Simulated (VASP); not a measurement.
Write the native input for VASP 6.6.1 that does the following.

| Property | Result |
| --- | --- |
| Task | single point |
| Functional | PBEsol |
| Potentials or basis | VASP PAW PBE potentials, release 64 (Hf_pv, C) |
| Cutoff | 520 eV |
| k mesh | 12 × 12 × 13 |
| Occupations | gaussian, width 0.1 eV |
| Spin | no spin polarisation |
| Dipole correction | no |
| Further INCAR settings | ALGO = Normal; EDIFF = 1e-07; NBANDS = 14; ISYM = 0 |

The structure of HfC lies in POSCAR:

```
HfC
1.0
    3.2188796041      0.0000000000      0.0000000000
   -1.6094398021      2.7876315089      0.0000000000
    1.6094398021      0.9292105030      2.6987477108
Hf C
1 1
Direct
    0.0000000000      0.0000000000      0.0000000000
    0.0000000000      0.5000000000      0.5000000000
```

The input as run:

INCAR

```
SYSTEM = HfC
PREC = Accurate
ENCUT = 520
EDIFF = 1E-7
ISMEAR = 0
SIGMA = 0.1
LREAL = .False.
LASPH = .True.
NELM = 60
ALGO = Normal
ISIF = 2
LWAVE = .False.
LCHARG = .False.
GGA = PS
NBANDS = 14
ISYM = 0
```

KPOINTS

```
regular mesh
0
Gamma
  12 12 13
  0 0 0
```

Potentials or basis: VASP PAW PBE potentials, release 64 (Hf_pv, C).

The run is started by

```sh
$ cat potpaw_PBE.64/Hf_pv/POTCAR potpaw_PBE.64/C/POTCAR > POTCAR
$ mpirun -np 1 vasp_std > vasp.out
```

Results of the run:

```yaml
Pressure: 2.1 GPa
Band_gap_on_the_k_mesh: zero (bands 7 and 8 overlap by 1.46 eV)
```

Caveat: the PAW data sets were made with another functional, which shifts forces and pressure a little; spin-orbit coupling is left out, which moves the levels of the heavy elements.

It took 4.7 min on 1 thread of Intel Xeon 8259CL, on a shared host, peak memory 0.42 GiB.
